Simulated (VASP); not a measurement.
# TeS2 (CdI2 type) (P-3m1) in VASP: a series of runs, part 2 of 2

VASP 6.6.1.

**3. Electric field gradients, PBE**

INCAR

```
ALGO = Normal ; EDIFF = 1E-8
ENCUT = 520 ; GGA = PE
ISIF = 2 ; ISMEAR = -1
LASPH = True ; LCHARG = False
LEFG = True ; LREAL = False
LWAVE = False ; NBANDS = 16
NELM = 100 ; PREC = Accurate
SIGMA = 0.08
```

KPOINTS

```
k-points
0
Gamma
  11 11 6
```

POSCAR

```
TeS2
1.0
    3.8344860052      0.0000000000      0.0000000000
   -1.9172430026      3.3207622910      0.0000000000
    0.0000000000      0.0000000000      6.7530907526
Te S
1 2
Direct
    0.0000000000      0.0000000000      0.0000000000
    0.3333333333      0.6666666667      0.2285103528
    0.6666666667      0.3333333333      0.7714896472
```

Potentials or basis: VASP PAW PBE potentials, release 64 (Te, S).

Command:

```console
> cat potpaw_PBE.64/Te/POTCAR potpaw_PBE.64/S/POTCAR > POTCAR
> mpirun -np 1 vasp_std > vasp.out
```

OUTCAR:

```text
EDIFF = 1E-8
   ENCUT = 520
   GGA = PE
   ISIF = 2
   ISMEAR = -1
   LASPH = True
   LREAL = False
   NELM = 100
   PREC = Accurate

 ion  position               nearest neighbor table
   1  0.000  0.000  0.000-   2 2.70   3 2.70   3 2.70   2 2.70   3 2.70   2 2.70
   2  0.333  0.667  0.229-   1 2.70   1 2.70   1 2.70
   3  0.667  0.333  0.771-   1 2.70   1 2.70   1 2.70

  LATTYP: Found a hexagonal cell.
 ALAT       =     3.8344860052
 C/A-ratio  =     1.7611462771

  Lattice vectors:

 A1 = (   3.8344860052,   0.0000000000,   0.0000000000)
 A2 = (  -1.9172430026,   3.3207622910,   0.0000000000)
 A3 = (   0.0000000000,   0.0000000000,   6.7530907526)

Analysis of symmetry for initial positions (statically):
=====================================================================
 Subroutine PRICEL returns:
 Original cell was already a primitive cell.

 Routine SETGRP: Setting up the symmetry group for a
 hexagonal supercell.

 Subroutine GETGRP returns: Found 12 space group operations
 (whereof 12 operations were pure point group operations)
 out of a pool of 24 trial point group operations.

The static configuration has the point symmetry D_3d.

Analysis of symmetry for dynamics (positions and initial velocities):
=====================================================================
 Subroutine PRICEL returns:
 Original cell was already a primitive cell.

 Routine SETGRP: Setting up the symmetry group for a
 hexagonal supercell.

 Subroutine GETGRP returns: Found 12 space group operations
 (whereof 12 operations were pure point group operations)
 out of a pool of 24 trial point group operations.

The dynamic configuration has the point symmetry D_3d.

 Subroutine INISYM returns: Found 12 space group operations
 (whereof 12 operations are pure point group operations),
 and found     1 'primitive' translations

----------------------------------------------------------------------------------------

                                     Primitive cell

  volume of cell :      85.9899

  direct lattice vectors                    reciprocal lattice vectors
     3.834486005  0.000000000  0.000000000     0.260791146  0.150567838  0.000000000
    -1.917243003  3.320762291  0.000000000     0.000000000  0.301135677  0.000000000
     0.000000000  0.000000000  6.753090753     0.000000000  0.000000000  0.148080344

  length of vectors
     3.834486005  3.834486005  6.753090753     0.301135677  0.301135677  0.148080344

  position of ions in fractional coordinates (direct lattice)
     0.000000000  0.000000000  0.000000000
     0.333333333  0.666666667  0.228510353
     0.666666667  0.333333333  0.771489647

  ion indices of the primitive-cell ions
   primitive index   ion index
                 1           1
                 2           2
                 3           3

----------------------------------------------------------------------------------------

 KPOINTS: k-points
[... 74 lines left out ...]
   ISIF   =      2    stress and relaxation
   ISYM   =      2    0-nonsym 1-usesym 2-fastsym
   POTIM  = 0.5000    time-step for ionic-motion
   TEBEG  =    0.0;   TEEND  =   0.0 temperature during run
   PSTRESS=    0.0 pullay stress
   NELECT =      18.0000    total number of electrons
   NUPDOWN=      -1.0000    fix difference up-down
   EMIN   =  10.00;   EMAX   =-10.00  energy-range for DOS
   EFERMI =   0.00;   METHOD = LEGACY
   ISMEAR =    -1;   SIGMA  =   0.08  broadening in eV -4-tet -1-fermi 0-gaus
   EFERMI_NEDOS =   21; number of points for ismear=-14 and -15
   IALGO  =     38    algorithm
   IMIX   =      4    mixing-type and parameters
     AMIX     =   0.40;   BMIX     =  1.00
     AMIX_MAG =   1.60;   BMIX_MAG =  1.00
  volume/ion in A,a.u.               =      28.66       193.43
  Fermi-wavevector in a.u.,A,eV,Ry     =   0.972038  1.836885 12.855567  0.944857
  Thomas-Fermi vector in A             =   2.102304
   LORBIT       =      0    0 simple, 1 ext, 2 COOP (PROOUT), +10 PAW based schemes
   GGA     = PE    functional components
   LHFCALC =     F    Hartree Fock is set to
   AEXX    =    0.0000 exact exchange contribution
   IVDW    =     0    specifies the selected vdW correction
   LEPSILON=     F    determine dielectric tensor
   LRPA    =     F    only Hartree local field effects (RPA)
 non-spin polarized calculation
  energy-cutoff  :      520.00
  volume of cell :       85.99
 maximum number of plane-waves:      2331
 NGX is ok and might be reduce to    30
   NGX = 15   NGY = 15   NGZ = 25

 number of electron      18.0000000 magnetization

 Free energy of the ion-electron system (eV)
  ---------------------------------------------------
  ext. energy  EPLUGINS =         0.00000000
  ---------------------------------------------------
  free energy    TOTEN  =       -11.12461200 eV

  energy without entropy =      -11.12317741  energy(sigma->0) =      -11.12389471

 E-fermi :   3.6125     XC(G=0):  -8.4255

 val. band max:        3.2165888066   @ k =   0.0909   0.0909   0.5000
 cond. band min:       3.6914710246   @ k =   0.0000   0.0000   0.5000
 fundamental gap:      0.4748822180
 Fermi energy:         3.6124545859

 k-point     1 :       0.0000    0.0000    0.0000
  band No.  band energies     occupation
      1     -11.6291      2.00000
      2      -8.9881      2.00000
      3      -5.1697      2.00000
      4       0.8816      2.00000
      5       0.8816      2.00000
      6       1.5435      2.00000
[... 433 lines left out ...]
      3      -6.7810      2.00000
      4      -2.0318      2.00000
      5      -0.5663      2.00000
      6      -0.3357      2.00000
[... 8 lines left out ...]
     15      12.2380      0.00000
     16      12.7332      0.00000

 [... further k-points ...]
[... 5 lines left out ...]
  --------------------------------------------------------------------------------------
  -------------------------------------------------------------------------------------
  Total       -0.1012285     -0.1012285     -0.0796348      0.0000000     -0.0000000      0.0000000
  in kB       -1.8861053     -1.8861053     -1.4837676      0.0000000     -0.0000000      0.0000000
  external PRESSURE =      -1.7519928 kB  Pullay stress =       0.0000000 kB

 VOLUME and BASIS-vectors are now :
 -----------------------------------------------------------------------------
  energy-cutoff  :      520.00
  volume of cell :       85.99
      direct lattice vectors                 reciprocal lattice vectors
     3.834486005  0.000000000  0.000000000     0.260791146  0.150567838  0.000000000
    -1.917243003  3.320762291  0.000000000     0.000000000  0.301135677  0.000000000
     0.000000000  0.000000000  6.753090753     0.000000000  0.000000000  0.148080344

 POSITION                                       TOTAL-FORCE (eV/Angst)
 -----------------------------------------------------------------------------------
      0.00000      0.00000      0.00000        -0.000000      0.000000      0.000000
     -0.00000      2.21384      1.54315        -0.000000      0.000000     -0.020596
      1.91724      1.10692      5.20994         0.000000     -0.000000      0.020596
 -----------------------------------------------------------------------------------
    total drift:                               -0.000000      0.000000     -0.000000

  FREE ENERGIE OF THE ION-ELECTRON SYSTEM (eV)
  ---------------------------------------------------
  free  energy   TOTEN  =       -11.1246120019 eV

  energy  without entropy=      -11.1231774082  energy(sigma->0) =      -11.12389471

 Electric field gradients (V/A^2)
---------------------------------------------------------------------
 ion       V_xx      V_yy      V_zz      V_xy      V_xz      V_yz
---------------------------------------------------------------------
   1       1.636     1.637    -3.273     0.000     0.000    -0.000
   2       4.784     4.784    -9.568    -0.000    -0.000     0.000
   3       4.784     4.784    -9.568    -0.000    -0.000     0.000
---------------------------------------------------------------------

 Electric field gradients after diagonalization (V/A^2)
 (convention: |V_zz| > |V_xx| > |V_yy|)
----------------------------------------------------------------------
 ion       V_xx      V_yy      V_zz     asymmetry (V_yy - V_xx)/ V_zz
----------------------------------------------------------------------
   1       1.637     1.636    -3.273       0.000
   2       4.784     4.784    -9.568       0.000
   3       4.784     4.784    -9.568       0.000
----------------------------------------------------------------------

           NMR quadrupolar parameters

 Cq : quadrupolar parameter    Cq=e*Q*V_zz/h
 eta: asymmetry parameters     (V_yy - V_xx)/ V_zz
 Q  : nuclear electric quadrupole moment in mb (millibarn)
----------------------------------------------------------------------
 ion       Cq(MHz)       eta       Q (mb)
----------------------------------------------------------------------
   1      -0.008       0.000       1.000
   2      -0.023       0.000       1.000
   3      -0.023       0.000       1.000
----------------------------------------------------------------------
```

Run time: 67 s. Hardware: 1 thread of Intel Xeon 6975P-C (Granite Rapids), shared host; peak memory 0.26 GiB.

Results:

```
Free energy            : -11.1246 eV
Pressure               : -0.2 GPa
Largest force          : 0.021 eV/Å
Band gap on the k mesh : 0.47 eV, indirect (least direct gap 0.93 eV)
```

Forces on the atoms (eV/Å):
```
Te   0.000  0.000  0.000
S    0.000  0.000 -0.021
S    0.000  0.000  0.021
```

Electric field gradients, principal values (V/Å²):
| atom | least | middle | greatest (by size) |
| --- | --- | --- | --- |
| 1 Te | 1.636 | 1.637 | -3.273 |
| 2 S | 4.784 | 4.784 | -9.568 |
| 3 S | 4.784 | 4.784 | -9.568 |

Caveat: without QUAD_EFG the Cq values of the log hold for a quadrupole moment of 1 mb, not for the nuclei; spin-orbit coupling is left out, which moves the levels of the heavy elements; this functional lacks dispersion, which binds the layers, so the pressure and a relaxed spacing across them are unreliable.

**4. Density of states, PBE**

POSCAR is that of step 3.

INCAR.step1

```
SYSTEM = TeS2
ALGO = Normal ; EDIFF = 1E-7
ENCUT = 520 ; GGA = PE
ISIF = 2 ; ISMEAR = -1
LASPH = .TRUE. ; LCHARG = .TRUE.
LREAL = .FALSE. ; LWAVE = .FALSE.
NBANDS = 16 ; NELM = 100
PREC = Accurate ; SIGMA = 0.08
```

KPOINTS.step1

```
k-points
0
G
  11 11 6
  0 0 0
```

INCAR.step2

```
SYSTEM = TeS2
ALGO = Normal ; EDIFF = 1E-7
ENCUT = 520 ; GGA = PE
ICHARG = 11 ; ISIF = 2
ISMEAR = -5 ; LASPH = .TRUE.
LCHARG = .FALSE. ; LORBIT = 11
LREAL = .FALSE. ; LWAVE = .FALSE.
NBANDS = 16 ; NEDOS = 1001
NELM = 100 ; PREC = Accurate
SIGMA = 0.08
```

KPOINTS.step2

```
k-points
0
G
  17 17 9
  0 0 0
```

Potentials or basis: VASP PAW PBE potentials, release 64 (Te, S).

Command:

```console
> cat potpaw_PBE.64/Te/POTCAR potpaw_PBE.64/S/POTCAR > POTCAR
> cp INCAR.step1 INCAR
> cp KPOINTS.step1 KPOINTS
> mpirun -np 1 vasp_std > vasp.out
> cp INCAR.step2 INCAR
> cp KPOINTS.step2 KPOINTS
> mpirun -np 1 vasp_std > vasp.out
```

OUTCAR:

```text
SYSTEM = TeS2
   EDIFF = 1E-7
   ENCUT = 520
   GGA = PE
   ICHARG = 11
   ISIF = 2
   ISMEAR = -5
   LASPH = .TRUE.
   LORBIT = 11
   LREAL = .FALSE.
   NELM = 100
   PREC = Accurate

 ion  position               nearest neighbor table
   1  0.000  0.000  0.000-   2 2.70   3 2.70   3 2.70   2 2.70   3 2.70   2 2.70
   2  0.333  0.667  0.229-   1 2.70   1 2.70   1 2.70
   3  0.667  0.333  0.771-   1 2.70   1 2.70   1 2.70

  LATTYP: Found a hexagonal cell.
 ALAT       =     3.8344860052
 C/A-ratio  =     1.7611462771

  Lattice vectors:

 A1 = (   3.8344860052,   0.0000000000,   0.0000000000)
 A2 = (  -1.9172430026,   3.3207622910,   0.0000000000)
 A3 = (   0.0000000000,   0.0000000000,   6.7530907526)

Analysis of symmetry for initial positions (statically):
=====================================================================
 Subroutine PRICEL returns:
 Original cell was already a primitive cell.

 Routine SETGRP: Setting up the symmetry group for a
 hexagonal supercell.

 Subroutine GETGRP returns: Found 12 space group operations
 (whereof 12 operations were pure point group operations)
 out of a pool of 24 trial point group operations.

The static configuration has the point symmetry D_3d.

Analysis of symmetry for dynamics (positions and initial velocities):
=====================================================================
 Subroutine PRICEL returns:
 Original cell was already a primitive cell.

 Routine SETGRP: Setting up the symmetry group for a
 hexagonal supercell.

 Subroutine GETGRP returns: Found 12 space group operations
 (whereof 12 operations were pure point group operations)
 out of a pool of 24 trial point group operations.

The dynamic configuration has the point symmetry D_3d.

 Subroutine INISYM returns: Found 12 space group operations
[... 121 lines left out ...]
     AMIX_MAG =   1.60;   BMIX_MAG =  1.00
  volume/ion in A,a.u.               =      28.66       193.43
  Fermi-wavevector in a.u.,A,eV,Ry     =   0.972038  1.836885 12.855567  0.944857
  Thomas-Fermi vector in A             =   2.102304
   LORBIT       =     11    0 simple, 1 ext, 2 COOP (PROOUT), +10 PAW based schemes
   GGA     = PE    functional components
   LHFCALC =     F    Hartree Fock is set to
   AEXX    =    0.0000 exact exchange contribution
   IVDW    =     0    specifies the selected vdW correction
   LEPSILON=     F    determine dielectric tensor
   LRPA    =     F    only Hartree local field effects (RPA)
 non-spin polarized calculation
 Fermi weights with tetrahedron method with Bloechl corrections
  energy-cutoff  :      520.00
  volume of cell :       85.99
 maximum number of plane-waves:      2333
 NGX is ok and might be reduce to    30

 number of electron      18.0000000 magnetization

 Free energy of the ion-electron system (eV)
  ---------------------------------------------------
  ext. energy  EPLUGINS =         0.00000000
  ---------------------------------------------------
  free energy    TOTEN  =       -11.12439819 eV

  energy without entropy =      -11.12439819  energy(sigma->0) =      -11.12439819

 E-fermi :   3.2151     XC(G=0):  -8.4255

 val. band max:        3.2098850281   @ k =   0.1176   0.0588   0.4444
 cond. band min:       3.7002071651   @ k =   0.0000   0.0000   0.4444
 fundamental gap:      0.4903221370
 Fermi energy:         3.2150759797

 k-point     1 :       0.0000    0.0000    0.0000
  band No.  band energies     occupation
      1     -11.6291      2.00000
      2      -8.9881      2.00000
      3      -5.1698      2.00000
      4       0.8816      2.00000
      5       0.8816      2.00000
      6       1.5435      2.00000
[... 433 lines left out ...]
      3      -6.4141      2.00000
      4      -1.3927      2.00000
      5      -1.1153      2.00000
      6       0.1965      2.00000
[... 8 lines left out ...]
     15      11.2997      0.00000
     16      12.4763      0.00000

 [... further k-points ...]
[... 5 lines left out ...]
  --------------------------------------------------------------------------------------
  -------------------------------------------------------------------------------------
  Total       -0.0996050     -0.0996050     -0.0715780      0.0000000     -0.0000000      0.0000000
  in kB       -1.8558550     -1.8558550     -1.3336516      0.0000000     -0.0000000      0.0000000
  external PRESSURE =      -1.6817872 kB  Pullay stress =       0.0000000 kB

 VOLUME and BASIS-vectors are now :
 -----------------------------------------------------------------------------
  energy-cutoff  :      520.00
  volume of cell :       85.99
      direct lattice vectors                 reciprocal lattice vectors
     3.834486005  0.000000000  0.000000000     0.260791146  0.150567838  0.000000000
    -1.917243003  3.320762291  0.000000000     0.000000000  0.301135677  0.000000000
     0.000000000  0.000000000  6.753090753     0.000000000  0.000000000  0.148080344

 POSITION                                       TOTAL-FORCE (eV/Angst)
 -----------------------------------------------------------------------------------
      0.00000      0.00000      0.00000        -0.000000      0.000000      0.000000
     -0.00000      2.21384      1.54315         0.000000     -0.000000     -0.018145
      1.91724      1.10692      5.20994        -0.000000      0.000000      0.018145
 -----------------------------------------------------------------------------------
    total drift:                                0.000000      0.000000     -0.000000

  FREE ENERGIE OF THE ION-ELECTRON SYSTEM (eV)
  ---------------------------------------------------
  free  energy   TOTEN  =       -11.1243981947 eV

  energy  without entropy=      -11.1243981947  energy(sigma->0) =      -11.12439819

 total charge

# of ion       s       p       d       tot
------------------------------------------
    1        1.534   1.457   0.132   3.123
    2        1.378   2.256   0.000   3.634
    3        1.378   2.256   0.000   3.634
--------------------------------------------------
tot          4.289   5.969   0.132  10.390
```

Run time: 2.5 min. Hardware: 1 thread of Intel Xeon 6975P-C (Granite Rapids), shared host; peak memory 0.44 GiB.

Results:

```yaml
Valence_electrons_inside_the_program's_atomic_spheres: Te 3.12; S 3.63
```

Levels at points of the mesh, in eV from the valence-band top:
```tsv
k point	band 6	band 7	band 8	band 9	band 10	band 11	band 12	band 13
(0.00, 0.00, 0.00)	-1.67	-1.23	-1.23	-1.10	0.71	1.70	1.70	6.54
```

Caveat: spin-orbit coupling is left out, which moves the levels of the heavy elements; this functional lacks dispersion, which binds the layers, so the pressure and a relaxed spacing across them are unreliable.
